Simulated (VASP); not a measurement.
# Al2Cu (I4/mcm) in VASP: notebook, part 3 of 3

VASP 6.6.1.

### 5 Single point, PBE (biaxial strain in the a-b plane: +3.0 %, then relaxed in part)

File INCAR:

```
SYSTEM = Al2Cu
PREC = Accurate
ENCUT = 520
EDIFF = 1E-7
ISMEAR = 0
SIGMA = 0.1
LREAL = .False.
LASPH = .True.
NELM = 80
ALGO = Fast
ISIF = 2
LWAVE = .False.
LCHARG = .False.
GGA = PE
NBANDS = 46
```

File KPOINTS:

```
regular mesh
0
Gamma
  6 6 8
  0 0 0
```

File POSCAR:

```
Al2Cu
1.0
    6.2340613126      0.0000000000      0.0000000000
    0.0000000000      6.2340613126      0.0000000000
    0.0000000000      0.0000000000      4.8095136247
Al Cu
8 4
Direct
    0.1570431034      0.3429568966      0.0000000000
    0.1570431034      0.6570431034      0.5000000000
    0.8429568966      0.3429568966      0.5000000000
    0.8429568966      0.6570431034      0.0000000000
    0.6570431034      0.8429568966      0.5000000000
    0.6570431034      0.1570431034      0.0000000000
    0.3429568966      0.8429568966      0.0000000000
    0.3429568966      0.1570431034      0.5000000000
    0.0000000000      0.0000000000      0.7500000000
    0.0000000000      0.0000000000      0.2500000000
    0.5000000000      0.5000000000      0.2500000000
    0.5000000000      0.5000000000      0.7500000000
```

Potentials or basis: VASP PAW PBE potentials, release 64 (Al, Cu).

Command:

```console
$ cat potpaw_PBE.64/Al/POTCAR potpaw_PBE.64/Cu/POTCAR > POTCAR
$ mpirun -np 1 vasp_std > vasp.out
```

OUTCAR:

```text
SYSTEM = Al2Cu
   PREC = Accurate
   ENCUT = 520
   EDIFF = 1E-7
   ISMEAR = 0
   LREAL = .False.
   LASPH = .True.
   NELM = 80
   ISIF = 2
   GGA = PE

 ion  position               nearest neighbor table
   1  0.157  0.343  0.000-   9 2.64  10 2.64  11 2.64  12 2.64   4 2.77   8 2.91   8 2.91   3 3.10
                             2 3.10   3 3.10   2 3.10   6 3.33   7 3.33   7 3.33   6 3.33
   2  0.157  0.657  0.500-   9 2.64  10 2.64  11 2.64  12 2.64   3 2.77   7 2.91   7 2.91   1 3.10
                             1 3.10   4 3.10   4 3.10   8 3.33   5 3.33   8 3.33   5 3.33
   3  0.843  0.343  0.500-   9 2.64  10 2.64  11 2.64  12 2.64   2 2.77   6 2.91   6 2.91   1 3.10
                             1 3.10   4 3.10   4 3.10   8 3.33   5 3.33   5 3.33   8 3.33
   4  0.843  0.657  0.000-   9 2.64  10 2.64  11 2.64  12 2.64   1 2.77   5 2.91   5 2.91   2 3.10
                             2 3.10   3 3.10   3 3.10   7 3.33   6 3.33   6 3.33   7 3.33
   5  0.657  0.843  0.500-   9 2.64  10 2.64  11 2.64  12 2.64   8 2.77   4 2.91   4 2.91   6 3.10
                             7 3.10   6 3.10   7 3.10   3 3.33   2 3.33   3 3.33   2 3.33
   6  0.657  0.157  0.000-   9 2.64  10 2.64  11 2.64  12 2.64   7 2.77   3 2.91   3 2.91   8 3.10
                             5 3.10   5 3.10   8 3.10   1 3.33   4 3.33   4 3.33   1 3.33
[... 1418 lines left out ...]
  FORCE on cell =-STRESS in cart. coord.  units (eV):
  Direction    XX          YY          ZZ          XY          YZ          ZX
  --------------------------------------------------------------------------------------
  -------------------------------------------------------------------------------------
  Total       -6.4295200     -6.4295200      0.2212177      0.0000000      0.0000000      0.0000000
  in kB      -55.1119570    -55.1119570      1.8962134      0.0000000      0.0000000      0.0000000
  external PRESSURE =     -36.1092335 kB  Pullay stress =       0.0000000 kB

 VOLUME and BASIS-vectors are now :
 -----------------------------------------------------------------------------
  energy-cutoff  :      520.00
  volume of cell :      186.91
      direct lattice vectors                 reciprocal lattice vectors
     6.234061313  0.000000000  0.000000000     0.160409074  0.000000000  0.000000000
     0.000000000  6.234061313  0.000000000     0.000000000  0.160409074  0.000000000
     0.000000000  0.000000000  4.809513625     0.000000000  0.000000000  0.207921232

 POSITION                                       TOTAL-FORCE (eV/Angst)
 -----------------------------------------------------------------------------------
      0.97902      2.13801      0.00000        -0.004187      0.004187     -0.000000
      0.97902      4.09605      2.40476        -0.004187     -0.004187     -0.000000
      5.25504      2.13801      2.40476         0.004187      0.004187      0.000000
      5.25504      4.09605      0.00000         0.004187     -0.004187      0.000000
      4.09605      5.25504      2.40476        -0.004187      0.004187      0.000000
      4.09605      0.97902      0.00000        -0.004187     -0.004187     -0.000000
      2.13801      5.25504      0.00000         0.004187      0.004187     -0.000000
      2.13801      0.97902      2.40476         0.004187     -0.004187     -0.000000
      0.00000      0.00000      3.60714         0.000000      0.000000     -0.000000
      0.00000      0.00000      1.20238         0.000000      0.000000     -0.000000
      3.11703      3.11703      1.20238        -0.000000     -0.000000     -0.000000
      3.11703      3.11703      3.60714         0.000000      0.000000     -0.000000
 -----------------------------------------------------------------------------------
    total drift:                                0.000000     -0.000000     -0.000000

  FREE ENERGIE OF THE ION-ELECTRON SYSTEM (eV)
  ---------------------------------------------------
  free  energy   TOTEN  =       -46.6016382431 eV

  energy  without entropy=      -46.5789743237  energy(sigma->0) =      -46.59030628
```

stdout:

```text
POSCAR found type information on POSCAR AlCu
 POSCAR found :  2 types and      12 ions
 scaLAPACK will be used
 LDA part: xc-table for (Slater+PW92), standard interpolation
 POSCAR, INCAR and KPOINTS ok, starting setup
 FFT: planning ... GRIDC
 FFT: planning ... GRID_SOFT
 FFT: planning ... GRID
 WAVECAR not read
 entering main loop
```

Run time: 7.7 min. Hardware: 1 thread of Intel Xeon Platinum 8259CL at 2.50GHz (Skylake/Cascade Lake), shared host; peak memory 0.47 GiB.

Results:

```
Free energy            : -46.6016 eV
Pressure               : -3.6 GPa
Largest force          : 0.006 eV/Å
Band gap on the k mesh : zero (bands 34 and 35 overlap by 1.84 eV)
```

Forces in eV/Å, atoms in the order of the input:
```
Al  -0.004  0.004  0.000
Al  -0.004 -0.004  0.000
Al   0.004  0.004  0.000
Al   0.004 -0.004  0.000
Al  -0.004  0.004  0.000
Al  -0.004 -0.004  0.000
Al   0.004  0.004  0.000
Al   0.004 -0.004  0.000
Cu   0.000  0.000  0.000
Cu   0.000  0.000  0.000
Cu   0.000  0.000  0.000
Cu   0.000  0.000  0.000
```

Levels at points of the mesh, in eV from the Fermi level:
| k point | band 30 | band 31 | band 32 | band 33 | band 34 | band 35 | band 36 | band 37 | band 38 | band 39 |
| --- | --- | --- | --- | --- | --- | --- | --- | --- | --- | --- |
| (0.00, 0.00, 0.00) | -1.66 | -0.99 | -0.99 | -0.99 | -0.97 | -0.32 | 0.03 | 1.48 | 1.48 | 1.93 |
| (0.50, 0.00, 0.00) | -1.81 | -1.59 | -1.59 | 0.13 | 0.13 | 0.54 | 0.54 | 1.59 | 1.59 | 2.10 |
| (0.50, 0.50, 0.00) | -1.58 | -1.51 | -1.51 | -0.92 | -0.92 | -0.47 | -0.47 | 0.39 | 0.39 | 0.83 |
| (0.00, 0.00, 0.50) | -3.01 | -0.98 | -0.98 | -0.84 | -0.84 | -0.84 | -0.84 | -0.10 | -0.10 | 3.89 |
| (0.50, 0.00, 0.50) | -2.57 | -2.57 | -2.57 | 0.05 | 0.05 | 0.05 | 0.05 | 3.58 | 3.58 | 3.58 |
| (0.50, 0.50, 0.50) | 0.15 | 0.15 | 0.15 | 0.66 | 0.66 | 0.66 | 0.66 | 1.57 | 1.57 | 1.57 |

Caveat: the cell differs from its parent crystal (biaxial strain in the a-b plane: +3.0 %, then relaxed in part); the stress differs along the axes, from -6 to 0 GPa.

### 6 Single point, PBE (uniaxial strain along c: -3.0 %, then relaxed in part)

File INCAR:

```
SYSTEM = Al2Cu
PREC = Accurate
ENCUT = 520
EDIFF = 1E-6
ISMEAR = 0
SIGMA = 0.1
LREAL = .FALSE.
LASPH = .TRUE.
NELM = 100
ALGO = Fast
ISIF = 2
LWAVE = .FALSE.
LCHARG = .TRUE.
GGA = PE
LELF = .TRUE.
LVHAR = .TRUE.
NBANDS = 46
```

File KPOINTS:

```
regular mesh
0
G
  6 6 8
  0 0 0
```

File POSCAR:

```
Al2Cu
1.0
    6.0973671637      0.0000000000      0.0000000000
    0.0000000000      6.0973671637      0.0000000000
    0.0000000000      0.0000000000      4.7363987986
Al Cu
8 4
Direct
    0.1567301645      0.3432698355      0.0000000000
    0.1567301645      0.6567301645      0.5000000000
    0.8432698355      0.3432698355      0.5000000000
    0.8432698355      0.6567301645      0.0000000000
    0.6567301645      0.8432698355      0.5000000000
    0.6567301645      0.1567301645      0.0000000000
    0.3432698355      0.8432698355      0.0000000000
    0.3432698355      0.1567301645      0.5000000000
    0.0000000000      0.0000000000      0.7500000000
    0.0000000000      0.0000000000      0.2500000000
    0.5000000000      0.5000000000      0.2500000000
    0.5000000000      0.5000000000      0.7500000000
```

Potentials or basis: VASP PAW PBE potentials, release 64 (Al, Cu).

Command:

```console
$ cat potpaw_PBE.64/Al/POTCAR potpaw_PBE.64/Cu/POTCAR > POTCAR
$ mpirun -np 1 vasp_std > vasp.out
```

Run time: 16 min. Hardware: 1 thread of Intel Xeon 8259CL, shared host; peak memory 0.43 GiB.

Results (log left out):

| Quantity | Value |
| --- | --- |
| Free energy | -46.6948 eV |
| Pressure | 2.0 GPa |
| Largest force | 0.004 eV/Å |
| Band gap on the k mesh | zero (bands 34 and 35 overlap by 1.84 eV) |

Forces on the atoms (eV/Å):
```
Al  -0.003  0.003  0.000
Al  -0.003 -0.003  0.000
Al   0.003  0.003  0.000
Al   0.003 -0.003  0.000
Al  -0.003  0.003  0.000
Al  -0.003 -0.003  0.000
Al   0.003  0.003  0.000
Al   0.003 -0.003  0.000
Cu   0.000  0.000  0.000
Cu   0.000  0.000  0.000
Cu   0.000  0.000  0.000
Cu   0.000  0.000  0.000
```

Stress tensor (GPa, compression positive):
```
0.26 0.00 0.00
0.00 0.26 0.00
0.00 0.00 5.58
```

Levels at points of the mesh, in eV from the Fermi level:
| k point | band 31 | band 32 | band 33 | band 34 | band 35 | band 36 | band 37 | band 38 |
| --- | --- | --- | --- | --- | --- | --- | --- | --- |
| (0.00, 0.00, 0.00) | -1.14 | -1.12 | -1.12 | -0.96 | -0.24 | -0.07 | 1.63 | 1.63 |
| (0.50, 0.00, 0.00) | -1.64 | -1.64 | 0.07 | 0.07 | 0.54 | 0.54 | 1.58 | 1.58 |
| (0.50, 0.50, 0.00) | -1.57 | -1.57 | -0.89 | -0.89 | -0.50 | -0.50 | 0.49 | 0.49 |
| (0.00, 0.00, 0.50) | -1.02 | -1.02 | -0.87 | -0.87 | -0.87 | -0.87 | 0.02 | 0.02 |
| (0.50, 0.00, 0.50) | -2.67 | -2.67 | 0.07 | 0.07 | 0.07 | 0.07 | 3.80 | 3.80 |
| (0.50, 0.50, 0.50) | 0.17 | 0.17 | 0.66 | 0.66 | 0.66 | 0.66 | 1.63 | 1.63 |

Caveat: the cell differs from its parent crystal (uniaxial strain along c: -3.0 %, then relaxed in part); the stress differs along the axes, from 0 to 6 GPa.

### 7 Overview

| cell | further INCAR settings | gap on the mesh (eV) | pressure (GPa) | largest force (eV/Å) |
| --- | --- | --- | --- | --- |
| a = 5.871, b = 5.871, c = 4.971 Å, 12 atoms, atomic positions A | ALGO = Fast; EDIFF = 1e-06; NBANDS = 46 | none | 5.2 | 0.05 |
| a = 5.871, b = 5.871, c = 5.040 Å, 12 atoms, atomic positions B | ALGO = Fast; EDIFF = 1e-06; NBANDS = 46 | none | 3.8 | - |
| a = 5.931, b = 5.931, c = 4.941 Å, 12 atoms, atomic positions C | ALGO = Fast; EDIFF = 1e-06; NBANDS = 46 | none | 3.3 | 0.06 |
| a = 6.234, b = 6.234, c = 4.810 Å, 12 atoms, atomic positions D | ALGO = Fast; EDIFF = 1e-07; NBANDS = 46 | none | -3.6 | 0.01 |
| a = 6.097, b = 6.097, c = 4.736 Å, 12 atoms, atomic positions E | ALGO = Fast; EDIFF = 1e-06; NBANDS = 46 | none | 2.0 | - |

Alike in all rows: task single point; level PBE; potentials or basis VASP PAW PBE potentials, release 64 (Al, Cu); no spin polarisation; k mesh 6 × 6 × 8; cutoff (eV) 520; smearing gaussian 0.1 eV.

Caveats: the stress differs along the axes, from 0 to 6 GPa (at least some runs); the stress differs along the axes, from 2 to 7 GPa (at least some runs); the cell stands under pressure (at least some runs); the stress differs along the axes, from -6 to 0 GPa (at least some runs).

Total energies depend on the potentials used, so only differences within one code and one set of settings carry meaning.
